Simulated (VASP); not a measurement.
# LiBr (Fm-3m) in VASP: a series of runs, part 2 of 2

VASP 6.6.1. The steps go on from the part before.

### Step 3. Single point, PBE

INCAR reads:

```
SYSTEM = LiBr
PREC = Accurate
ENCUT = 750
EDIFF = 1E-6
ISMEAR = 0
SIGMA = 0.1
LREAL = .FALSE.
LASPH = .TRUE.
NELM = 120
ALGO = Normal
ISIF = 2
LWAVE = .FALSE.
LCHARG = .TRUE.
GGA = PE
LELF = .TRUE.
LVHAR = .TRUE.
NBANDS = 12
GGA_COMPAT = .FALSE.
```

KPOINTS reads:

```
regular mesh
0
G
  2 2 2
  0 0 0
```

POSCAR reads:

```
LiBr
1.0
    0.0000000000      2.7226905798      2.7226905798
    2.7226905798      0.0000000000      2.7226905798
    2.7226905798      2.7226905798      0.0000000000
Li Br
1 1
Direct
    0.5830000000      0.2310000000      0.6440000000
    1.0830000000      0.7310000000      1.1440000000
```

Potentials or basis: VASP PAW PBE potentials, release 64 (Li_sv, Br).

Command:

```console
$ cat potpaw_PBE.64/Li_sv/POTCAR potpaw_PBE.64/Br/POTCAR > POTCAR
$ mpirun -np 1 vasp_std > vasp.out
```

It took 13 s on 1 thread of Intel Xeon 8259CL, shared host; peak memory 0.19 GiB.

It converged, with:

| Item | Value |
| --- | --- |
| Free energy | -5.9520 eV |
| Pressure | 6.7 GPa |
| Band gap on the k mesh | 4.99 eV, direct |

Levels at points of the mesh, in eV from the valence-band top:
| k point | band 1 | band 2 | band 3 | band 4 | band 5 | band 6 | band 7 | band 8 | band 9 | band 10 |
| --- | --- | --- | --- | --- | --- | --- | --- | --- | --- | --- |
| (0.00, 0.00, 0.00) | -44.82 | -13.49 | 0.00 | 0.00 | 0.00 | 4.99 | 10.39 | 10.39 | 10.39 | 12.16 |
| (0.50, 0.00, 0.00) | -44.81 | -12.96 | -3.07 | -0.28 | -0.28 | 5.52 | 7.92 | 7.92 | 12.00 | 14.05 |
| (0.50, 0.50, 0.00) | -44.81 | -12.75 | -3.08 | -1.23 | -1.23 | 6.11 | 6.95 | 11.85 | 12.49 | 12.49 |

Caveat: the k points lie up to 1.00 Å⁻¹ apart.

### Step 4. Single point, BLYP

INCAR reads:

```
SYSTEM = LiBr
PREC = Accurate
ENCUT = 750
EDIFF = 1E-6
ISMEAR = 0
SIGMA = 0.1
LREAL = .False.
LASPH = .True.
NELM = 120
ALGO = Normal
ISIF = 2
LWAVE = .False.
LCHARG = .False.
GGA = B5
ALDAX = 1.0
AGGAX = 1.0
AGGAC = 1.0
ALDAC = 0.0
NBANDS = 12
GGA_COMPAT = .False.
```

KPOINTS reads:

```
regular mesh
0
Gamma
  2 2 2
  0 0 0
```

POSCAR reads:

```
LiBr
1.0
    0.0000000000      2.7226905798      2.7226905798
    2.7226905798      0.0000000000      2.7226905798
    2.7226905798      2.7226905798      0.0000000000
Li Br
1 1
Direct
    0.0000000000      0.0000000000      0.0000000000
    0.5000000000      0.5000000000      0.5000000000
```

Potentials or basis: VASP PAW PBE potentials, release 64 (Li_sv, Br).

Command:

```console
$ cat potpaw_PBE.64/Li_sv/POTCAR potpaw_PBE.64/Br/POTCAR > POTCAR
$ mpirun -np 1 vasp_std > vasp.out
```

OUTCAR:

```text
SYSTEM = LiBr
   PREC = Accurate
   ENCUT = 750
   EDIFF = 1E-6
   ISMEAR = 0
   LREAL = .False.
   LASPH = .True.
   NELM = 120
   ISIF = 2
   GGA = B5

 ion  position               nearest neighbor table
   1  0.000  0.000  0.000-
   2  0.500  0.500  0.500-

  LATTYP: Found a face centered cubic cell.
 ALAT       =     5.4453811596

  Lattice vectors:

 A1 = (   0.0000000000,   2.7226905798,   2.7226905798)
 A2 = (   2.7226905798,   0.0000000000,   2.7226905798)
 A3 = (   2.7226905798,   2.7226905798,   0.0000000000)

Analysis of symmetry for initial positions (statically):
=====================================================================
 Subroutine PRICEL returns:
 Original cell was already a primitive cell.

 Routine SETGRP: Setting up the symmetry group for a
 face centered cubic supercell.

 Subroutine GETGRP returns: Found 48 space group operations
 (whereof 48 operations were pure point group operations)
 out of a pool of 48 trial point group operations.

The static configuration has the point symmetry O_h .

Analysis of symmetry for dynamics (positions and initial velocities):
=====================================================================
 Subroutine PRICEL returns:
 Original cell was already a primitive cell.

 Routine SETGRP: Setting up the symmetry group for a
 face centered cubic supercell.

 Subroutine GETGRP returns: Found 48 space group operations
 (whereof 48 operations were pure point group operations)
 out of a pool of 48 trial point group operations.

The dynamic configuration has the point symmetry O_h .

 Subroutine INISYM returns: Found 48 space group operations
 (whereof 48 operations are pure point group operations),
 and found     1 'primitive' translations

----------------------------------------------------------------------------------------

                                     Primitive cell

[... 95 lines left out ...]
   AEXX    =    0.0000 exact exchange contribution
   IVDW    =     0    specifies the selected vdW correction
   LEPSILON=     F    determine dielectric tensor
   LRPA    =     F    only Hartree local field effects (RPA)
 non-spin polarized calculation
 Gauss-broadening in eV      SIGMA  =   0.10
  energy-cutoff  :      750.00
  volume of cell :       40.37
 maximum number of plane-waves:      1893
 NGX is ok and might be reduce to    36
   NGX = 17   NGY = 17   NGZ = 17

 number of electron      10.0000001 magnetization

 Free energy of the ion-electron system (eV)
  ---------------------------------------------------
  ext. energy  EPLUGINS =         0.00000000
  ---------------------------------------------------
  free energy    TOTEN  =        -5.53133555 eV

  energy without entropy =       -5.53133555  energy(sigma->0) =       -5.53133555

 E-fermi :   1.7693     XC(G=0):  -8.0264

 val. band max:        1.1157131311   @ k =   0.0000   0.0000   0.0000
 cond. band min:       6.2292229598   @ k =   0.0000   0.0000   0.0000
 fundamental gap:      5.1135098287
 Fermi energy:         1.7692717141

 k-point     1 :       0.0000    0.0000    0.0000
  band No.  band energies     occupation
      1     -44.3195      2.00000
      2     -12.3663      2.00000
      3       1.1157      2.00000
      4       1.1157      2.00000
      5       1.1157      2.00000
      6       6.2292      0.00000
      7      11.5866      0.00000
      8      11.5866      0.00000
      9      11.5866      0.00000
     10      13.2865      0.00000
     11      13.2865      0.00000
     12      13.2865      0.00000
[... 16 lines left out ...]
 k-point     3 :       0.5000    0.5000    0.0000
  band No.  band energies     occupation
      1     -44.3180      2.00000
      2     -11.6351      2.00000
      3      -1.9237      2.00000
      4      -0.1013      2.00000
      5      -0.1013      2.00000
      6       7.2971      0.00000
      7       8.2249      0.00000
      8      13.0713      0.00000
      9      13.6258      0.00000
     10      13.6258      0.00000
     11      16.8670      0.00000
     12      18.7097      0.00000

------------------------ aborting loop because EDIFF is reached ----------------------------------------

  FORCE on cell =-STRESS in cart. coord.  units (eV):
  Direction    XX          YY          ZZ          XY          YZ          ZX
  --------------------------------------------------------------------------------------
  -------------------------------------------------------------------------------------
  Total        2.0349768      2.0349768      2.0349768      0.0000000      0.0000000     -0.0000000
  in kB       80.7690900     80.7690900     80.7690900      0.0000000      0.0000000     -0.0000000
  external PRESSURE =      80.7690900 kB  Pullay stress =       0.0000000 kB

 VOLUME and BASIS-vectors are now :
 -----------------------------------------------------------------------------
  energy-cutoff  :      750.00
  volume of cell :       40.37
      direct lattice vectors                 reciprocal lattice vectors
     0.000000000  2.722690580  2.722690580    -0.183641874  0.183641874  0.183641874
     2.722690580  0.000000000  2.722690580     0.183641874 -0.183641874  0.183641874
     2.722690580  2.722690580  0.000000000     0.183641874  0.183641874 -0.183641874

 POSITION                                       TOTAL-FORCE (eV/Angst)
 -----------------------------------------------------------------------------------
      0.00000      0.00000      0.00000        -0.000000     -0.000000     -0.000000
      2.72269      2.72269      2.72269         0.000000      0.000000      0.000000
 -----------------------------------------------------------------------------------
    total drift:                                0.000000      0.000000      0.000000

  FREE ENERGIE OF THE ION-ELECTRON SYSTEM (eV)
  ---------------------------------------------------
  free  energy   TOTEN  =        -5.5313355533 eV

  energy  without entropy=       -5.5313355533  energy(sigma->0) =       -5.53133555
```

It took 30 s on 1 thread of Intel Xeon 8259CL, shared host; peak memory 0.19 GiB.

What came out:

* Free energy: -5.5313 eV
* Pressure: 8.1 GPa
* Band gap on the k mesh: 5.11 eV, direct

Caveat: the k points lie up to 1.00 Å⁻¹ apart; the PAW data sets were made with another functional, which shifts forces and pressure a little.

### Step 5. Single point, PBE

INCAR reads:

```
PREC     = Accurate       # precision mode
ENCUT    = 750            # plane-wave cutoff, eV
EDIFF    = 1E-6           # SCF threshold, eV
ISMEAR   = 0              # smearing method
SIGMA    = 0.1            # smearing width, eV
LREAL    = False          # projectors in reciprocal space
LASPH    = True           # aspherical terms in the spheres
NELM     = 120            # most SCF steps
ALGO     = Normal         # electronic algorithm
ISIF     = 2              # what is computed and relaxed
LWAVE    = False          # write WAVECAR
LCHARG   = False          # write CHGCAR
GGA      = PE             # functional
NBANDS   = 12             # bands
GGA_COMPAT= False
```

KPOINTS reads:

```
regular mesh
0
Gamma
  2 2 2
```

POSCAR is that of step 4.

Command:

```console
$ cat potpaw_PBE.64/Li_sv/POTCAR potpaw_PBE.64/Br/POTCAR > POTCAR
$ mpirun -np 1 vasp_std > vasp.out
```

Run time: 11 s. Hardware: 1 thread of Intel Xeon 8259CL, shared host; peak memory 0.19 GiB.

Results (log left out):

```yaml
Free_energy: -5.9520 eV
Pressure: 6.7 GPa
Band_gap_on_the_k_mesh: 4.99 eV, direct
```

Levels at points of the mesh, in eV from the valence-band top:
```csv
k point,band 1,band 2,band 3,band 4,band 5,band 6,band 7,band 8,band 9,band 10
"(0.00, 0.00, 0.00)",-44.82,-13.49,0.00,0.00,0.00,4.99,10.39,10.39,10.39,12.16
"(0.50, 0.00, 0.00)",-44.81,-12.96,-3.07,-0.28,-0.28,5.52,7.92,7.92,12.00,14.05
"(0.50, 0.50, 0.00)",-44.81,-12.75,-3.08,-1.23,-1.23,6.11,6.95,11.85,12.49,12.49
```

Caveat: the k points lie up to 1.00 Å⁻¹ apart.

### Step 6. Summary

```csv
level,spin,fixed moment (μB),k mesh,smearing,gap on the mesh (eV),pressure (GPa)
PBE,"collinear, zero start",0.0,1 × 1 × 1,methfessel-paxton 0.1 eV,-,43.8
PBE,off,-,2 × 2 × 2,gaussian 0.1 eV,4.99,6.7
BLYP,off,-,2 × 2 × 2,gaussian 0.1 eV,5.11,8.1
```

Alike in all rows: task single point; potentials or basis VASP PAW PBE potentials, release 64 (Li_sv, Br); cell as given; cutoff (eV) 750.

Caveats: all runs use coarse meshes; the total moment is fixed, so each spin has its own Fermi level (some runs); the PAW data sets were made with another functional, which shifts forces and pressure a little (some runs).

Absolute energies hang on the potentials; compare differences alone.
